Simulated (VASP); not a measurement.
A run of VASP 6.6.1 is set up as follows.

INCAR

```
ALGO = Normal ; EDIFF = 1E-7
EDIFFG = -0.01 ; ENCUT = 600
GGA = PE ; IBRION = 2
ISIF = 3 ; ISMEAR = 0
IVDW = 12 ; LASPH = T
LCHARG = F ; LREAL = F
LWAVE = F ; NELM = 80
NSW = 100 ; PREC = Accurate
SIGMA = 0.1
```

KPOINTS

```
k-points
0
Gamma
  18 18 14
```

The input POSCAR:

```
Se
1.0
    3.5196919393      0.0000000000      0.0000000000
   -1.7598459696      3.0481426329      0.0000000000
    0.0000000000      0.0000000000      3.8910133626
Se
2
Direct
    0.6666666667      0.3333333333      0.2500000000
    0.3333333333      0.6666666667      0.7500000000
```

Potentials or basis: VASP PAW PBE potentials, release 64 (Se).

Command:

```console
$ cat potpaw_PBE.64/Se/POTCAR > POTCAR
$ mpirun -np 1 vasp_std > vasp.out
```

**Question.** What does it give for the dispersion energy per atom?

**Answer.** -0.409 eV.

**Question.** Estimate the relaxed cell.

**Answer.** a = 3.590 Å, b = 3.590 Å, c = 3.815 Å, α = 90.00°, β = 90.00°, γ = 120.00°.

**Question.** What does it give for the relaxed volume?

**Answer.** 21.29 Å³/atom.

Step by step:
```csv
step,energy change (eV),largest force (eV/Å),pressure (GPa),volume (Å³)
1,0.0000,0.0000,0.45,41.74
2,-0.0062,0.0000,0.23,42.10
3,-0.0098,0.0000,-0.09,42.64
4,-0.0098,0.0000,-0.07,42.62
5,-0.0098,0.0000,0.08,42.54
6,-0.0098,0.0000,0.02,42.58
```

Caveat: pairwise dispersion overbinds metals, which lowers pressure and volume.
